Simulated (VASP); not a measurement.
Wanted: the native input for a VASP 6.6.1 run.

| Quantity | Value |
| --- | --- |
| Task | single point |
| Functional | PBE |
| Potentials or basis | VASP PAW PBE potentials, release 64 (Cd, S) |
| Cutoff | 520 eV |
| k mesh | 8 × 8 × 8 |
| Occupations | gaussian, width 0.05 eV |
| Spin | no spin polarisation |
| Dipole correction | no |
| Further INCAR settings | ALGO = Normal; EDIFF = 1e-06; NBANDS = 16 |

The structure of CdS lies in POSCAR:

```
CdS
1.0
    0.0000000000      2.6772000000      3.0264000000
    2.6772000000      0.0000000000      3.0264000000
    2.6772000000      2.6772000000      0.0000000000
Cd S
1 1
Direct
    0.0000000000      0.0000000000      0.0000000000
    0.7500000000      0.7500000000      0.7500000000
```

This cell differs from its parent crystal: strain -0.080 along x and y, +0.040 along z.

The input as run:

INCAR

```
ALGO     = Normal         # electronic algorithm
EDIFF    = 1E-6           # SCF threshold, eV
ENCUT    = 520            # plane-wave cutoff, eV
GGA      = PE             # functional
ISIF     = 2              # what is computed and relaxed
ISMEAR   = 0              # smearing method
LASPH    = True           # aspherical terms in the spheres
LCHARG   = False          # write CHGCAR
LREAL    = False          # projectors in reciprocal space
LWAVE    = False          # write WAVECAR
NBANDS   = 16             # bands
NELM     = 100            # most SCF steps
PREC     = Accurate       # precision mode
SIGMA    = 0.05           # smearing width, eV
```

KPOINTS

```
k-points
0
Gamma
  8 8 8
```

Potentials or basis: VASP PAW PBE potentials, release 64 (Cd, S).

Command:

```console
$ cat potpaw_PBE.64/Cd/POTCAR potpaw_PBE.64/S/POTCAR > POTCAR
$ mpirun -np 1 vasp_std > vasp.out
```

It gave:

```json
{"Pressure": "14.7 GPa", "Band gap on the k mesh": "1.25 eV"}
```

Caveat: the cell differs from its parent crystal (strain -0.080 along x and y, +0.040 along z); the cell stands under pressure.

Wall time 52 s on 1 thread of Intel Xeon 8259CL, with other jobs on the host, peak memory 0.19 GiB.
